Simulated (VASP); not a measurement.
# BiRu (rocksalt type) (Fm-3m) in VASP: notebook

BiRu (rocksalt type) is run at these levels: PBE; tasks: single point, relaxation of cell and atoms.

All numbers are computed with VASP 6.6.1; they aren't measurements. Logs are shortened: lines on timing, memory, paths and dates and some standing lists are left out, and cuts for length are marked.

### Step 1. The cell of the first run

Symmetry: Fm-3m, No. 225, cubic system. The conventional cell has a = 5.604 Å, b = 5.604 Å, c = 5.604 Å, α = 90.00°, β = 90.00°, γ = 90.00°. Within 3.7 Å of Ru (site symmetry m-3m) lie 6 Bi at 2.80 Å. Within 3.7 Å of Bi (site symmetry m-3m) lie 6 Ru at 2.80 Å.

### Step 2. Single point, PBE (volume scaled by 1.03)

Input file INCAR:

```
ALGO = Normal
EDIFF = 1E-6
ENCUT = 520
GGA = PE
ISIF = 2
ISMEAR = -1
LASPH = T
LCHARG = T
LELF = T
LREAL = F
LVHAR = T
LWAVE = F
NBANDS = 22
NELM = 80
PREC = Accurate
SIGMA = 0.05
```

Input file KPOINTS:

```
k-points
0
Gamma
  10 10 10
```

Input file POSCAR:

```
BiRu
1.0
    0.0000000000      2.8022154449      2.8022154449
    2.8022154449      0.0000000000      2.8022154449
    2.8022154449      2.8022154449      0.0000000000
Ru Bi
1 1
Direct
    0.0000000000      0.0000000000      0.0000000000
    0.5000000000      0.5000000000      0.5000000000
```

Potentials or basis: VASP PAW PBE potentials, release 64 (Ru_pv, Bi_d).

Command:

```
$ cat potpaw_PBE.64/Ru_pv/POTCAR potpaw_PBE.64/Bi_d/POTCAR > POTCAR
$ mpirun -np 1 vasp_std > vasp.out
```

OUTCAR:

```text
EDIFF = 1E-6
   ENCUT = 520
   GGA = PE
   ISIF = 2
   ISMEAR = -1
   LASPH = T
   LREAL = F
   NELM = 80
   PREC = Accurate

 ion  position               nearest neighbor table
   1  0.000  0.000  0.000-   2 2.80   2 2.80   2 2.80   2 2.80   2 2.80   2 2.80
   2  0.500  0.500  0.500-   1 2.80   1 2.80   1 2.80   1 2.80   1 2.80   1 2.80

  LATTYP: Found a face centered cubic cell.
 ALAT       =     5.6044308898

  Lattice vectors:

 A1 = (   0.0000000000,   2.8022154449,   2.8022154449)
 A2 = (   2.8022154449,   0.0000000000,   2.8022154449)
 A3 = (   2.8022154449,   2.8022154449,   0.0000000000)

Analysis of symmetry for initial positions (statically):
=====================================================================
 Subroutine PRICEL returns:
 Original cell was already a primitive cell.

 Routine SETGRP: Setting up the symmetry group for a
 face centered cubic supercell.

 Subroutine GETGRP returns: Found 48 space group operations
 (whereof 48 operations were pure point group operations)
 out of a pool of 48 trial point group operations.

The static configuration has the point symmetry O_h .

Analysis of symmetry for dynamics (positions and initial velocities):
=====================================================================
 Subroutine PRICEL returns:
 Original cell was already a primitive cell.

 Routine SETGRP: Setting up the symmetry group for a
 face centered cubic supercell.

 Subroutine GETGRP returns: Found 48 space group operations
 (whereof 48 operations were pure point group operations)
 out of a pool of 48 trial point group operations.

The dynamic configuration has the point symmetry O_h .

 Subroutine INISYM returns: Found 48 space group operations
 (whereof 48 operations are pure point group operations),
 and found     1 'primitive' translations

----------------------------------------------------------------------------------------

                                     Primitive cell

  volume of cell :      44.0083

  direct lattice vectors                    reciprocal lattice vectors
     0.000000000  2.802215445  2.802215445    -0.178430249  0.178430249  0.178430249
     2.802215445  0.000000000  2.802215445     0.178430249 -0.178430249  0.178430249
     2.802215445  2.802215445  0.000000000     0.178430249  0.178430249 -0.178430249
[... 72 lines left out ...]
   NGX,Y,Z   is equivalent  to a cutoff of  12.59, 12.59, 12.59 a.u.
   NGXF,Y,Z  is equivalent  to a cutoff of  25.17, 25.17, 25.17 a.u.
 SYSTEM =  unknown system
   PREC   = accura    normal or accurate (medium, high low for compatibility)
   ISTART =      0    job   : 0-new  1-cont  2-samecut
   ICHARG =      2    charge: 1-file 2-atom 10-const
   ISPIN  =      1    spin polarized calculation?
   LNONCOLLINEAR =      F non collinear calculations
   LSORBIT =      F    spin-orbit coupling
   LASPH  =      T    aspherical Exc in radial PAW
   ENCUT  =  520.0 eV  38.22 Ry    6.18 a.u.   7.37  7.37  7.37*2*pi/ulx,y,z
   NELM   =     80;   NELMIN=  2; NELMDL= -5     # of ELM steps
   EDIFF  = 0.1E-05   stopping-criterion for ELM
   LREAL  =      F    real-space projection
   EDIFFG = 0.1E-04   stopping-criterion for IOM
   NSW    =      0    number of steps for IOM
   IBRION =     -1    ionic relax: 0-MD 1-quasi-New 2-CG
   NFREE  =      0    steps in history (QN), initial steepest desc. (CG)
   ISIF   =      2    stress and relaxation
   ISYM   =      2    0-nonsym 1-usesym 2-fastsym
   POTIM  = 0.5000    time-step for ionic-motion
   TEBEG  =    0.0;   TEEND  =   0.0 temperature during run
   PSTRESS=    0.0 pullay stress
   NELECT =      29.0000    total number of electrons
   NUPDOWN=      -1.0000    fix difference up-down
   EMIN   =  10.00;   EMAX   =-10.00  energy-range for DOS
   EFERMI =   0.00;   METHOD = LEGACY
   ISMEAR =    -1;   SIGMA  =   0.05  broadening in eV -4-tet -1-fermi 0-gaus
   EFERMI_NEDOS =   21; number of points for ismear=-14 and -15
   IALGO  =     38    algorithm
   IMIX   =      4    mixing-type and parameters
     AMIX     =   0.40;   BMIX     =  1.00
     AMIX_MAG =   1.60;   BMIX_MAG =  1.00
  volume/ion in A,a.u.               =      22.00       148.49
  Fermi-wavevector in a.u.,A,eV,Ry     =   1.424610  2.692122 27.613208  2.029514
  Thomas-Fermi vector in A             =   2.545083
   LORBIT       =      0    0 simple, 1 ext, 2 COOP (PROOUT), +10 PAW based schemes
   GGA     = PE    functional components
   LHFCALC =     F    Hartree Fock is set to
   AEXX    =    0.0000 exact exchange contribution
   IVDW    =     0    specifies the selected vdW correction
   LEPSILON=     F    determine dielectric tensor
   LRPA    =     F    only Hartree local field effects (RPA)
 non-spin polarized calculation
  energy-cutoff  :      520.00
  volume of cell :       44.01
 maximum number of plane-waves:      1243
 NGX is ok and might be reduce to    30
   NGX = 15   NGY = 15   NGZ = 15

 number of electron      29.0000009 magnetization

 Free energy of the ion-electron system (eV)
  ---------------------------------------------------
  ext. energy  EPLUGINS =         0.00000000
  ---------------------------------------------------
  free energy    TOTEN  =       -11.60415482 eV

  energy without entropy =      -11.58195982  energy(sigma->0) =      -11.59305732

 E-fermi :   9.1314     XC(G=0): -11.5451

 val. band max:        9.0767925044   @ k =  -0.4000   0.3000   0.0000
 cond. band min:       9.1330961286   @ k =  -0.3000   0.3000   0.1000
 fundamental gap:      0.0563036242
 Fermi energy:         9.1313881891

 k-point     1 :       0.0000    0.0000    0.0000
  band No.  band energies     occupation
      1     -32.6487      2.00000
      2     -32.6487      2.00000
      3     -32.6487      2.00000
      4     -13.6768      2.00000
      5     -13.6768      2.00000
      6     -13.6145      2.00000
[... 589 lines left out ...]
     21      20.8296      0.00000
     22      21.8138      0.00000

 [... further k-points ...]
[... 5 lines left out ...]
  --------------------------------------------------------------------------------------
  -------------------------------------------------------------------------------------
  Total       -0.8402322     -0.8402322     -0.8402322     -0.0000000     -0.0000000      0.0000000
  in kB      -30.5897079    -30.5897079    -30.5897079     -0.0000000     -0.0000000      0.0000000
  external PRESSURE =     -30.5897079 kB  Pullay stress =       0.0000000 kB

 VOLUME and BASIS-vectors are now :
 -----------------------------------------------------------------------------
  energy-cutoff  :      520.00
  volume of cell :       44.01
      direct lattice vectors                 reciprocal lattice vectors
     0.000000000  2.802215445  2.802215445    -0.178430249  0.178430249  0.178430249
     2.802215445  0.000000000  2.802215445     0.178430249 -0.178430249  0.178430249
     2.802215445  2.802215445  0.000000000     0.178430249  0.178430249 -0.178430249

 POSITION                                       TOTAL-FORCE (eV/Angst)
 -----------------------------------------------------------------------------------
      0.00000      0.00000      0.00000        -0.000000     -0.000000     -0.000000
      2.80222      2.80222      2.80222         0.000000      0.000000      0.000000
 -----------------------------------------------------------------------------------
    total drift:                                0.000000      0.000000      0.000000

  FREE ENERGIE OF THE ION-ELECTRON SYSTEM (eV)
  ---------------------------------------------------
  free  energy   TOTEN  =       -11.6041548198 eV

  energy  without entropy=      -11.5819598156  energy(sigma->0) =      -11.59305732
```

OSZICAR:

```text
N       E                     dE             d eps       ncg     rms          rms(c)
DAV:   1     0.302577084981E+03    0.30258E+03   -0.15986E+04  2092   0.159E+03
DAV:   2     0.516522293181E+01   -0.29741E+03   -0.28796E+03  2092   0.455E+02
DAV:   3    -0.112622572669E+02   -0.16427E+02   -0.16163E+02  2568   0.110E+02
DAV:   4    -0.116972856023E+02   -0.43503E+00   -0.43485E+00  2536   0.182E+01
DAV:   5    -0.117100168152E+02   -0.12731E-01   -0.12728E-01  2876   0.307E+00    0.561E+00
DAV:   6    -0.116225977372E+02    0.87419E-01   -0.20279E-01  2460   0.445E+00    0.273E+00
DAV:   7    -0.116103779795E+02    0.12220E-01   -0.10808E-01  2682   0.246E+00    0.162E+00
DAV:   8    -0.116044910787E+02    0.58869E-02   -0.40913E-02  2464   0.149E+00    0.256E-01
DAV:   9    -0.116041473578E+02    0.34372E-03   -0.23340E-03  2564   0.571E-01    0.338E-02
DAV:  10    -0.116041500667E+02   -0.27089E-05   -0.57795E-05  2818   0.793E-02    0.146E-02
DAV:  11    -0.116041549009E+02   -0.48342E-05   -0.67973E-06  2424   0.202E-02    0.233E-03
DAV:  12    -0.116041548198E+02    0.81079E-07   -0.25967E-07  1688   0.521E-03
   1 F= -.11604155E+02 E0= -.11593057E+02  d E =-.221950E-01
```

It took 26 s on 1 thread of Intel Xeon Platinum 8488C (Sapphire Rapids), shared host; peak memory 0.19 GiB.

What came out:

```yaml
Free_energy: -11.6042 eV
Pressure: -3.1 GPa
```

Caveat: the cell differs from its parent crystal (volume scaled by 1.03); spin-orbit coupling is left out, which moves the levels of the heavy elements.

### Step 3. Single point, PBE (volume scaled by 1.06)

Input file INCAR:

```
PREC = Accurate ; ENCUT = 520
EDIFF = 1E-6 ; ISMEAR = -1
SIGMA = 0.05 ; LREAL = F
LASPH = T ; NELM = 80
ALGO = Normal ; ISIF = 2
LWAVE = F ; LCHARG = F
GGA = PE ; NBANDS = 22
```

Input file KPOINTS:

```
regular mesh
0
Gamma
  10 10 10
```

Input file POSCAR:

```
BiRu
1.0
    0.0000000000      2.8291614772      2.8291614772
    2.8291614772      0.0000000000      2.8291614772
    2.8291614772      2.8291614772      0.0000000000
Ru Bi
1 1
Direct
    0.0000000000      0.0000000000      0.0000000000
    0.5000000000      0.5000000000      0.5000000000
```

Potentials or basis: VASP PAW PBE potentials, release 64 (Ru_pv, Bi_d).

Command:

```
$ cat potpaw_PBE.64/Ru_pv/POTCAR potpaw_PBE.64/Bi_d/POTCAR > POTCAR
$ mpirun -np 1 vasp_std > vasp.out
```

Run time: 25 s. Hardware: 1 thread of Intel Xeon Platinum 8488C (Sapphire Rapids), shared host; peak memory 0.19 GiB.

The run converged. Its results:

- Free energy: -11.5700 eV
- Pressure: -5.6 GPa

Levels at points of the mesh, in eV from the Fermi level:
```csv
k point,band 12,band 13,band 14,band 15,band 16,band 17
"(0.00, 0.00, 0.00)",-1.35,-1.10,-1.10,1.92,1.92,1.92
"(0.50, 0.00, 0.00)",-3.08,-0.68,-0.68,-0.12,4.30,5.31
"(0.50, 0.50, 0.00)",-0.76,-0.76,-0.75,-0.33,-0.33,0.56
```

Caveat: the cell differs from its parent crystal (volume scaled by 1.06); spin-orbit coupling is left out, which moves the levels of the heavy elements.

### Step 4. Relaxation of cell and atoms, PBE

This run uses another cell than the first one, of 22.95 Å³/atom, 1.043 times its volume.

Input file INCAR:

```
SYSTEM = BiRu
PREC = Accurate
ENCUT = 600
EDIFF = 1E-6
ISMEAR = -1
SIGMA = 0.05
LREAL = .False.
LASPH = .True.
NELM = 60
ALGO = Normal
ISIF = 3
LWAVE = .False.
LCHARG = .False.
GGA = PE
IBRION = 2
NSW = 100
EDIFFG = -0.005
```

Input file KPOINTS:

```
regular mesh
0
Gamma
  10 10 10
  0 0 0
```

Input file POSCAR:

```
BiRu
1.0
    0.0000000000      2.8418062605      2.8418062605
    2.8418062605      0.0000000000      2.8418062605
    2.8418062605      2.8418062605      0.0000000000
Ru Bi
1 1
Direct
    0.0000000000      0.0000000000      0.0000000000
    0.5000000000      0.5000000000      0.5000000000
```

Command:

```
$ cat potpaw_PBE.64/Ru_pv/POTCAR potpaw_PBE.64/Bi_d/POTCAR > POTCAR
$ mpirun -np 1 vasp_std > vasp.out
```

Wall time 66 s (1 thread of Intel Xeon Platinum 8488C (Sapphire Rapids), shared host); peak memory 0.22 GiB.

The run converged. Its results:

* Free energy: -11.6169 eV
* Relaxed volume: 21.39 Å³/atom
* Relaxed cell: a = 3.926 Å, b = 3.926 Å, c = 3.926 Å, α = 60.00°, β = 60.00°, γ = 60.00°
* Space group after relaxing (to 0.05 Å): Fm-3m (No. 225)
* Energy gained by relaxing: 35.0 meV/atom
* Ionic steps: 5
* Pressure after relaxing: 0.0 GPa

Step by step:
```csv
step,energy change (eV),largest force (eV/Å),pressure (GPa),volume (Å³)
1,0.0000,0.0000,-6.70,45.90
2,0.0134,0.0000,9.73,39.82
3,-0.0700,0.0000,-0.16,42.81
4,-0.0700,0.0000,0.04,42.75
5,-0.0700,0.0000,0.00,42.79
```

Final structure:
```yaml
crystal:
  lattice:
    - [0.00000, 2.77603, 2.77603]
    - [2.77603, 0.00000, 2.77603]
    - [2.77603, 2.77603, 0.00000]
  atoms:
    - { symbol: Ru, position: [0.00000, 0.00000, 0.00000] }
    - { symbol: Bi, position: [0.50000, 0.50000, 0.50000] }
```

Levels at points of the mesh, in eV from the Fermi level:
```tsv
k point	band 11	band 12	band 13	band 14	band 15	band 16	band 17	band 18
(0.00, 0.00, 0.00)	-1.50	-1.50	-1.19	-1.19	2.06	2.06	2.06	5.22
(0.50, 0.00, 0.00)	-3.33	-3.33	-0.78	-0.78	-0.15	4.42	5.70	5.70
(0.50, 0.50, 0.00)	-2.37	-0.83	-0.83	-0.81	-0.39	-0.39	0.66	2.99
```

Caveat: spin-orbit coupling is left out, which moves the levels of the heavy elements.

### Step 5. The runs side by side

| task | cell | cutoff (eV) | gap on the mesh (eV) | pressure (GPa) |
| --- | --- | --- | --- | --- |
| single point | a = 3.963 Å, angles 60.0°, 2 atoms | 520 | none | -3.1 |
| single point | a = 4.001 Å, angles 60.0°, 2 atoms | 520 | none | -5.6 |
| relaxation of cell and atoms | relaxed from a = 4.019 Å, angles 60.0°, 2 atoms | 600 | none | 0.0 |

Alike in all rows: level PBE; potentials or basis VASP PAW PBE potentials, release 64 (Ru_pv, Bi_d); no spin polarisation; k mesh 10 × 10 × 10; smearing fermi-dirac 0.05 eV.

Caveats: spin-orbit coupling is left out, which moves the levels of the heavy elements.

Absolute energies hang on the potentials; compare differences alone.
